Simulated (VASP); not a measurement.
# ZrS2 (P-3m1) in VASP: further runs

The runs below take ZrS2 through single point, with r2SCAN.

Everything below comes from runs of VASP 6.6.1. Logs are shortened: lines on timing, memory, paths and dates and some standing lists are left out, and cuts for length are marked.

## 1. The cell of the first run

It takes space group P-3m1 (No. 164, trigonal). The conventional cell has a = 3.527 Å, b = 3.527 Å, c = 5.961 Å, α = 90.00°, β = 90.00°, γ = 120.00°. Within 3.3 Å of Zr (site symmetry -3m) lie 6 S at 2.53 Å. Within 3.3 Å of S (site symmetry 3m) lie 3 Zr at 2.53 Å.

## 2. Single point, r2SCAN (epitaxial xy strain -4.0%)

POSCAR reads:

```
ZrS2
1.0
    3.5274231216      0.0000000000      0.0000000000
   -1.7637115608      3.0548380332      0.0000000000
    0.0000000000      0.0000000000      5.9612425643
Zr S
1 2
Direct
    0.0000000000      0.0000000000      0.0000000000
    0.3333333333      0.6666666667      0.2531680491
    0.6666666667      0.3333333333      0.7468319509
```

INCAR.step1 reads:

```
PREC     = Accurate       # precision mode
ENCUT    = 550            # plane-wave cutoff, eV
ISMEAR   = 0              # smearing method
SIGMA    = 0.01           # smearing width, eV
LREAL    = F              # projectors in reciprocal space
LASPH    = T              # aspherical terms in the spheres
NELM     = 120            # most SCF steps
NBANDS   = 19             # bands
GGA      = PE             # functional
ALGO     = Normal         # electronic algorithm
EDIFF    = 1E-5           # SCF threshold, eV
LWAVE    = T              # write WAVECAR
LCHARG   = F              # write CHGCAR
GGA_COMPAT= F
```

INCAR.step2 reads:

```
PREC     = Accurate       # precision mode
ENCUT    = 550            # plane-wave cutoff, eV
EDIFF    = 1E-6           # SCF threshold, eV
ISMEAR   = 0              # smearing method
SIGMA    = 0.01           # smearing width, eV
LREAL    = F              # projectors in reciprocal space
LASPH    = T              # aspherical terms in the spheres
NELM     = 120            # most SCF steps
ALGO     = Normal         # electronic algorithm
ISIF     = 2              # what is computed and relaxed
LWAVE    = F              # write WAVECAR
LCHARG   = F              # write CHGCAR
METAGGA  = R2SCAN         # meta-GGA
LMIXTAU  = T            
NBANDS   = 19             # bands
ISTART   = 1            
GGA_COMPAT= F
```

KPOINTS reads:

```
Automatic mesh
0
Gamma
  12 12 4
```

Potentials or basis: VASP PAW PBE potentials, release 64 (Zr_sv, S).

Started as:

```
$ cat potpaw_PBE.64/Zr_sv/POTCAR potpaw_PBE.64/S/POTCAR > POTCAR
$ cp INCAR.step1 INCAR
$ mpirun -np 1 vasp_std > vasp.out
$ cp INCAR.step2 INCAR
$ mpirun -np 1 vasp_std > vasp.out
```

OUTCAR:

```text
PREC = Accurate
   ENCUT = 550
   EDIFF = 1E-6
   ISMEAR = 0
   LREAL = F
   LASPH = T
   NELM = 120
   ISIF = 2
   METAGGA = R2SCAN
   ISTART = 1

 ion  position               nearest neighbor table
   1  0.000  0.000  0.000-   2 2.53   3 2.53   2 2.53   3 2.53   3 2.53   2 2.53
   2  0.333  0.667  0.253-   1 2.53   1 2.53   1 2.53
   3  0.667  0.333  0.747-   1 2.53   1 2.53   1 2.53

  LATTYP: Found a hexagonal cell.
 ALAT       =     3.5274231216
 C/A-ratio  =     1.6899709388

  Lattice vectors:

 A1 = (   3.5274231216,   0.0000000000,   0.0000000000)
 A2 = (  -1.7637115608,   3.0548380332,   0.0000000000)
 A3 = (   0.0000000000,   0.0000000000,   5.9612425643)

Analysis of symmetry for initial positions (statically):
=====================================================================
 Subroutine PRICEL returns:
 Original cell was already a primitive cell.

 Routine SETGRP: Setting up the symmetry group for a
 hexagonal supercell.

 Subroutine GETGRP returns: Found 12 space group operations
 (whereof 12 operations were pure point group operations)
 out of a pool of 24 trial point group operations.

The static configuration has the point symmetry D_3d.

Analysis of symmetry for dynamics (positions and initial velocities):
=====================================================================
 Subroutine PRICEL returns:
 Original cell was already a primitive cell.

 Routine SETGRP: Setting up the symmetry group for a
 hexagonal supercell.

 Subroutine GETGRP returns: Found 12 space group operations
 (whereof 12 operations were pure point group operations)
 out of a pool of 24 trial point group operations.

The dynamic configuration has the point symmetry D_3d.

 Subroutine INISYM returns: Found 12 space group operations
 (whereof 12 operations are pure point group operations),
 and found     1 'primitive' translations

----------------------------------------------------------------------------------------

                                     Primitive cell

  volume of cell :      64.2366

  direct lattice vectors                    reciprocal lattice vectors
     3.527423122  0.000000000  0.000000000     0.283493067  0.163674799  0.000000000
    -1.763711561  3.054838033  0.000000000     0.000000000  0.327349597  0.000000000
     0.000000000  0.000000000  5.961242564     0.000000000  0.000000000  0.167750262

  length of vectors
     3.527423122  3.527423122  5.961242564     0.327349597  0.327349597  0.167750262

  position of ions in fractional coordinates (direct lattice)
     0.000000000  0.000000000  0.000000000
     0.333333333  0.666666667  0.253168049
     0.666666667  0.333333333  0.746831951

  ion indices of the primitive-cell ions
   primitive index   ion index
                 1           1
                 2           2
                 3           3

----------------------------------------------------------------------------------------

 KPOINTS: Automatic mesh

Automatic generation of k-mesh.
 Grid dimensions read from file:
 generate k-points for:   12   12    4

 Generating k-lattice:

  Cartesian coordinates                     Fractional coordinates (reciprocal lattice)
     0.023624422  0.013639567  0.000000000     0.083333333  0.000000000  0.000000000
     0.000000000  0.027279133  0.000000000     0.000000000  0.083333333  0.000000000
     0.000000000  0.000000000  0.041937565     0.000000000  0.000000000  0.250000000

  Length of vectors
     0.027279133  0.027279133  0.041937565

  Shift w.r.t. Gamma in fractional coordinates (k-lattice)
     0.000000000  0.000000000  0.000000000

 Subroutine IBZKPT returns following result:
 ===========================================

 Found     69 irreducible k-points:

 Following reciprocal coordinates:
            Coordinates               Weight
  0.000000  0.000000  0.000000      1.000000
  0.083333  0.000000  0.000000      6.000000
  0.166667  0.000000  0.000000      6.000000
  0.250000  0.000000  0.000000      6.000000
  0.333333  0.000000  0.000000      6.000000
  0.416667  0.000000  0.000000      6.000000
[... 16 lines left out ...]
  0.166667  0.000000  0.250000      6.000000
  0.000000  0.166667  0.250000      6.000000
 [... further k-points ...]
   k-points           NKPTS =     69   k-points in BZ     NKDIM =     69   number of bands    NBANDS=     19
   number of dos      NEDOS =    301   number of ions     NIONS =      3
   total plane-waves  NPLWV =  37632
   dimension x,y,z NGX =    28 NGY =   28 NGZ =   48
   dimension x,y,z NGXF=    56 NGYF=   56 NGZF=   96
   ions per type =               1   2
   NGX,Y,Z   is equivalent  to a cutoff of  13.20, 13.20, 13.39 a.u.
   NGXF,Y,Z  is equivalent  to a cutoff of  26.39, 26.39, 26.77 a.u.
 SYSTEM =  unknown system
   PREC   = accura    normal or accurate (medium, high low for compatibility)
   ISTART =      1    job   : 0-new  1-cont  2-samecut
   ICHARG =      0    charge: 1-file 2-atom 10-const
   ISPIN  =      1    spin polarized calculation?
   LNONCOLLINEAR =      F non collinear calculations
   LSORBIT =      F    spin-orbit coupling
   LASPH  =      T    aspherical Exc in radial PAW
   ENCUT  =  550.0 eV  40.42 Ry    6.36 a.u.   6.75  6.75 11.40*2*pi/ulx,y,z
   NELM   =    120;   NELMIN=  2; NELMDL=  0     # of ELM steps
   EDIFF  = 0.1E-05   stopping-criterion for ELM
   LREAL  =      F    real-space projection
[... 7 lines left out ...]
   TEBEG  =    0.0;   TEEND  =   0.0 temperature during run
   PSTRESS=    0.0 pullay stress
   NELECT =      24.0000    total number of electrons
   NUPDOWN=      -1.0000    fix difference up-down
   EMIN   =  10.00;   EMAX   =-10.00  energy-range for DOS
   EFERMI =   0.00;   METHOD = LEGACY
   ISMEAR =     0;   SIGMA  =   0.01  broadening in eV -4-tet -1-fermi 0-gaus
   EFERMI_NEDOS =   21; number of points for ismear=-14 and -15
   IALGO  =     38    algorithm
   IMIX   =      4    mixing-type and parameters
     AMIX     =   0.40;   BMIX     =  1.00
     AMIX_MAG =   1.60;   BMIX_MAG =  1.00
  volume/ion in A,a.u.               =      21.41       144.50
  Fermi-wavevector in a.u.,A,eV,Ry     =   1.179101  2.228178 18.915901  1.390280
  Thomas-Fermi vector in A             =   2.315418
   LORBIT       =      0    0 simple, 1 ext, 2 COOP (PROOUT), +10 PAW based schemes
   METAGGA = R2SCAN    functional components
   LHFCALC =     F    Hartree Fock is set to
   AEXX    =    0.0000 exact exchange contribution
   IVDW    =     0    specifies the selected vdW correction
   LEPSILON=     F    determine dielectric tensor
   LRPA    =     F    only Hartree local field effects (RPA)
 non-spin polarized calculation
 Gauss-broadening in eV      SIGMA  =   0.01
  energy-cutoff  :      550.00
  volume of cell :       64.24
 maximum number of plane-waves:      1898
 NGX is ok and might be reduce to    28
   NGX = 13   NGY = 13   NGZ = 23

 number of electron      23.9999999 magnetization

 Free energy of the ion-electron system (eV)
  ---------------------------------------------------
  ext. energy  EPLUGINS =         0.00000000
  ---------------------------------------------------
  free energy    TOTEN  =       -44.00037439 eV

  energy without entropy =      -44.00037439  energy(sigma->0) =      -44.00037439

 E-fermi :   5.2174     XC(G=0): -10.4288

 val. band max:        5.1248053531   @ k =   0.0000   0.0000   0.0000
 cond. band min:       5.9132839972   @ k =   0.5000   0.0000   0.5000
 fundamental gap:      0.7884786441
 Fermi energy:         5.2173600098

 k-point     1 :       0.0000    0.0000    0.0000
  band No.  band energies     occupation
      1     -45.3810      2.00000
      2     -22.7856      2.00000
      3     -22.5770      2.00000
      4     -22.5770      2.00000
      5      -8.4534      2.00000
      6      -6.8664      2.00000
[... 11 lines left out ...]
     18      11.7096      0.00000
     19      12.1592      0.00000

 k-point     2 :       0.0833    0.0000    0.0000
  band No.  band energies     occupation
      1     -45.3787      2.00000
      2     -22.7792      2.00000
      3     -22.6045      2.00000
      4     -22.5828      2.00000
      5      -8.3675      2.00000
      6      -6.8818      2.00000
[... 11 lines left out ...]
     18      12.2671      0.00000
     19      12.5368      0.00000

 k-point     3 :       0.1667    0.0000    0.0000
  band No.  band energies     occupation
      1     -45.3726      2.00000
      2     -22.7619      2.00000
      3     -22.6786      2.00000
      4     -22.5985      2.00000
      5      -8.1270      2.00000
      6      -6.9227      2.00000
[... 11 lines left out ...]
     18      13.1821      0.00000
     19      13.5420      0.00000

 k-point     4 :       0.2500    0.0000    0.0000
  band No.  band energies     occupation
      1     -45.3641      2.00000
      2     -22.7803      2.00000
      3     -22.7356      2.00000
      4     -22.6199      2.00000
      5      -7.7873      2.00000
      6      -6.9690      2.00000
[... 11 lines left out ...]
     18      13.6966      0.00000
     19      14.3608      0.00000

 k-point     5 :       0.3333    0.0000    0.0000
  band No.  band energies     occupation
      1     -45.3557      2.00000
      2     -22.8770      2.00000
      3     -22.7121      2.00000
      4     -22.6412      2.00000
      5      -7.4646      2.00000
      6      -6.9641      2.00000
[... 11 lines left out ...]
     18      13.4665      0.00000
     19      13.8675      0.00000
[... 334 lines left out ...]
      2     -22.7795      2.00000
      3     -22.6045      2.00000
      4     -22.5828      2.00000
      5      -8.2374      2.00000
      6      -7.0832      2.00000
[... 11 lines left out ...]
     18      12.3881      0.00000
     19      13.1474      0.00000

 k-point    22 :       0.0000    0.0833    0.2500
  band No.  band energies     occupation
      1     -45.3787      2.00000
      2     -22.7795      2.00000
      3     -22.6045      2.00000
      4     -22.5828      2.00000
      5      -8.2398      2.00000
      6      -7.0791      2.00000
[... 11 lines left out ...]
     18      12.3193      0.00000
     19      13.2395      0.00000

 k-point    23 :       0.1667    0.0000    0.2500
  band No.  band energies     occupation
      1     -45.3726      2.00000
      2     -22.7622      2.00000
      3     -22.6785      2.00000
      4     -22.5985      2.00000
      5      -7.9956      2.00000
      6      -7.1072      2.00000
[... 11 lines left out ...]
     18      13.5463      0.00000
     19      13.7413      0.00000

 k-point    24 :       0.0000    0.1667    0.2500
  band No.  band energies     occupation
      1     -45.3726      2.00000
      2     -22.7622      2.00000
      3     -22.6786      2.00000
      4     -22.5985      2.00000
      5      -8.0179      2.00000
      6      -7.0738      2.00000
[... 11 lines left out ...]
     18      13.0869      0.00000
     19      14.0409      0.00000

 [... further k-points ...]

------------------------ aborting loop because EDIFF is reached ----------------------------------------

  FORCE on cell =-STRESS in cart. coord.  units (eV):
  Direction    XX          YY          ZZ          XY          YZ          ZX
  --------------------------------------------------------------------------------------
  -------------------------------------------------------------------------------------
  Total        3.4691542      3.4691542      0.3684636      0.0000000      0.0000000     -0.0000000
  in kB       86.5270011     86.5270011      9.1901502      0.0000000      0.0000000     -0.0000000
  external PRESSURE =      60.7480508 kB  Pullay stress =       0.0000000 kB

 VOLUME and BASIS-vectors are now :
 -----------------------------------------------------------------------------
  energy-cutoff  :      550.00
  volume of cell :       64.24
      direct lattice vectors                 reciprocal lattice vectors
     3.527423122  0.000000000  0.000000000     0.283493067  0.163674799  0.000000000
    -1.763711561  3.054838033  0.000000000     0.000000000  0.327349597  0.000000000
     0.000000000  0.000000000  5.961242564     0.000000000  0.000000000  0.167750262

 POSITION                                       TOTAL-FORCE (eV/Angst)
 -----------------------------------------------------------------------------------
      0.00000      0.00000      0.00000         0.000000      0.000000      0.000000
     -0.00000      2.03656      1.50920        -0.000000      0.000000     -0.043117
      1.76371      1.01828      4.45205         0.000000      0.000000      0.043117
 -----------------------------------------------------------------------------------
    total drift:                                0.000000     -0.000000      0.000000

  FREE ENERGIE OF THE ION-ELECTRON SYSTEM (eV)
  ---------------------------------------------------
  free  energy   TOTEN  =       -44.0003743883 eV

  energy  without entropy=      -44.0003743883  energy(sigma->0) =      -44.00037439
```

It took 2.1 min on 1 thread of Intel Xeon 6975P-C (Granite Rapids), shared host; peak memory 0.24 GiB.

What came out:

- Free energy: -44.0004 eV
- Pressure: 6.1 GPa
- Largest force: 0.043 eV/Å
- Band gap on the k mesh: 0.79 eV (least direct gap 1.68 eV)

Forces on the atoms (eV/Å):
```
Zr   0.000  0.000  0.000
S    0.000  0.000 -0.043
S    0.000  0.000  0.043
```

Stress tensor (GPa, compression positive):
```
8.65 0.00 0.00
0.00 8.65 0.00
0.00 0.00 0.92
```

Caveat: the cell differs from its parent crystal (epitaxial xy strain -4.0%); the cell stands under pressure; the PAW data sets were made with another functional, which shifts forces and pressure a little. A k mesh can miss the band edges.

## 3. Single point, r2SCAN (epitaxial xy strain -3.0%)

POSCAR reads:

```
ZrS2
1.0
    3.5641671124      0.0000000000      0.0000000000
   -1.7820835562      3.0866592627      0.0000000000
    0.0000000000      0.0000000000      5.9350537783
Zr S
1 2
Direct
    0.0000000000      0.0000000000      0.0000000000
    0.3333333333      0.6666666667      0.2515421988
    0.6666666667      0.3333333333      0.7484578012
```

INCAR.step1 reads:

```
SYSTEM = ZrS2
ALGO = Normal ; EDIFF = 1E-5
ENCUT = 550 ; GGA = PE
GGA_COMPAT = .FALSE. ; ISMEAR = 0
LASPH = .TRUE. ; LCHARG = .FALSE.
LREAL = .FALSE. ; LWAVE = .TRUE.
NBANDS = 19 ; NELM = 120
PREC = Accurate ; SIGMA = 0.01
```

INCAR.step2 reads:

```
SYSTEM = ZrS2
ALGO = Normal ; EDIFF = 1E-6
ENCUT = 550 ; GGA_COMPAT = .FALSE.
ISIF = 2 ; ISMEAR = 0
ISTART = 1 ; LASPH = .TRUE.
LCHARG = .FALSE. ; LMIXTAU = .TRUE.
LREAL = .FALSE. ; LWAVE = .FALSE.
METAGGA = R2SCAN ; NBANDS = 19
NELM = 120 ; PREC = Accurate
SIGMA = 0.01
```

KPOINTS reads:

```
k-points
0
G
  12 12 4
  0 0 0
```

Potentials or basis: VASP PAW PBE potentials, release 64 (Zr_sv, S).

Started as:

```
$ cat potpaw_PBE.64/Zr_sv/POTCAR potpaw_PBE.64/S/POTCAR > POTCAR
$ cp INCAR.step1 INCAR
$ mpirun -np 1 vasp_std > vasp.out
$ cp INCAR.step2 INCAR
$ mpirun -np 1 vasp_std > vasp.out
```

It took 2.1 min on 1 thread of Intel Xeon 6975P-C (Granite Rapids), shared host; peak memory 0.25 GiB.

Results (log left out):

| Property | Result |
| --- | --- |
| Free energy | -44.0631 eV |
| Pressure | 4.6 GPa |
| Largest force | 0.044 eV/Å |
| Band gap on the k mesh | 0.95 eV (least direct gap 1.84 eV) |

Forces in eV/Å, atoms in the order of the input:
```
Zr   0.000  0.000  0.000
S    0.000  0.000 -0.044
S    0.000  0.000  0.044
```

Stress tensor (GPa, compression positive):
```
6.47 0.00 0.00
0.00 6.47 0.00
0.00 0.00 0.91
```

Levels at points of the mesh, in eV from the valence-band top:
```tsv
k point	band 9	band 10	band 11	band 12	band 13	band 14	band 15	band 16
(0.00, 0.00, 0.00)	-2.79	-0.10	0.00	0.00	1.95	1.95	2.45	5.23
(0.50, 0.00, 0.00)	-2.75	-2.59	-2.03	-1.19	1.21	3.97	4.44	6.22
(0.00, 0.00, 0.50)	-2.75	-2.09	-0.15	-0.15	1.91	1.91	3.06	5.63
(0.50, 0.00, 0.50)	-2.76	-2.64	-0.90	-0.89	0.95	3.95	4.41	5.64
```

Caveat: the cell differs from its parent crystal (epitaxial xy strain -3.0%); the cell stands under pressure; the PAW data sets were made with another functional, which shifts forces and pressure a little.

## 4. Single point, r2SCAN (epitaxial xy strain -2.0%)

POSCAR reads:

```
ZrS2
1.0
    3.6009111033      0.0000000000      0.0000000000
   -1.8004555516      3.1184804922      0.0000000000
    0.0000000000      0.0000000000      5.9154248369
Zr S
1 2
Direct
    0.0000000000      0.0000000000      0.0000000000
    0.3333333333      0.6666666667      0.2495774573
    0.6666666667      0.3333333333      0.7504225427
```

INCAR.step1 reads:

```
  ALGO = Normal
  EDIFF = 1E-5
  ENCUT = 550
  GGA = PE
  GGA_COMPAT = F
  ISMEAR = 0
  LASPH = T
  LCHARG = F
  LREAL = F
  LWAVE = T
  NBANDS = 19
  NELM = 120
  PREC = Accurate
  SIGMA = 0.01
```

INCAR.step2 reads:

```
  ALGO = Normal
  EDIFF = 1E-6
  ENCUT = 550
  GGA_COMPAT = F
  ISIF = 2
  ISMEAR = 0
  ISTART = 1
  LASPH = T
  LCHARG = F
  LMIXTAU = T
  LREAL = F
  LWAVE = F
  METAGGA = R2SCAN
  NBANDS = 19
  NELM = 120
  PREC = Accurate
  SIGMA = 0.01
```

KPOINTS reads:

```
k-points
0
Gamma
  12 12 4
```

Started as:

```
$ cat potpaw_PBE.64/Zr_sv/POTCAR potpaw_PBE.64/S/POTCAR > POTCAR
$ cp INCAR.step1 INCAR
$ mpirun -np 1 vasp_std > vasp.out
$ cp INCAR.step2 INCAR
$ mpirun -np 1 vasp_std > vasp.out
```

Run time: 2.4 min. Hardware: 1 thread of Intel Xeon 6975P-C (Granite Rapids), shared host; peak memory 0.25 GiB.

It converged, with:

| Quantity | Value |
| --- | --- |
| Free energy | -44.1090 eV |
| Pressure | 3.3 GPa |
| Largest force | 0.041 eV/Å |
| Band gap on the k mesh | 1.08 eV (least direct gap 1.92 eV) |

Forces on the atoms (eV/Å):
```
Zr   0.000  0.000  0.000
S    0.000  0.000 -0.041
S    0.000  0.000  0.041
```

Stress tensor (GPa, compression positive):
```
4.44 0.00 0.00
0.00 4.44 0.00
0.00 0.00 0.88
```

Levels at points of the mesh, in eV from the valence-band top:
| k point | band 9 | band 10 | band 11 | band 12 | band 13 | band 14 | band 15 | band 16 |
| --- | --- | --- | --- | --- | --- | --- | --- | --- |
| (0.00, 0.00, 0.00) | -2.81 | -0.03 | -0.02 | -0.02 | 1.95 | 1.95 | 2.58 | 5.26 |
| (0.50, 0.00, 0.00) | -2.64 | -2.57 | -1.96 | -1.20 | 1.31 | 3.88 | 4.30 | 6.20 |
| (0.00, 0.00, 0.50) | -2.77 | -1.96 | -0.17 | -0.17 | 1.92 | 1.92 | 3.11 | 5.66 |
| (0.50, 0.00, 0.50) | -2.73 | -2.51 | -0.91 | -0.84 | 1.08 | 3.86 | 4.28 | 5.64 |

Caveat: the cell differs from its parent crystal (epitaxial xy strain -2.0%); the cell stands under pressure; the PAW data sets were made with another functional, which shifts forces and pressure a little. A k mesh can miss the band edges.

(Part 1 of 2 ends here.)
